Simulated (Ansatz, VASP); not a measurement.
One calculation of Ir, two programs

```
Ir
1.0
     0.00000    1.91582    1.91582
     1.91582    0.00000    1.91582
     1.91582    1.91582    0.00000
Ir
1
Cartesian
  0.0000 0.0000 0.0000
```

Alike in both runs: functional PBEsol; k mesh 19 × 19 × 19; occupations fermi-dirac, width 0.1 eV; no spin polarisation.

Ansatz relaxed the structure, and its values are those at the end. VASP's run is a single point on that final structure, the one shown.

|  | VASP | Ansatz |
| --- | --- | --- |
| version | VASP 6.6.1 | Ansatz 0.2.0 |
| potentials or method | VASP PAW PBE potentials, release 64 (Ir) | PAW with Ansatz's default frozen-core files, scalar-relativistic |
| plane-wave cutoff (eV) | 520 | 420 |
| valence electrons in the cell | 9 | 17 |

VASP gave:

* pressure (GPa): 1.0

Estimate Ansatz's values.

pressure (GPa): 0.0.

VASP's potentials were made for PBE, not for PBEsol. VASP's potentials hold 9 valence electrons a cell and Ansatz's 17, so a difference there can come from the potentials and not from the codes.

Neither program's run includes spin-orbit coupling.
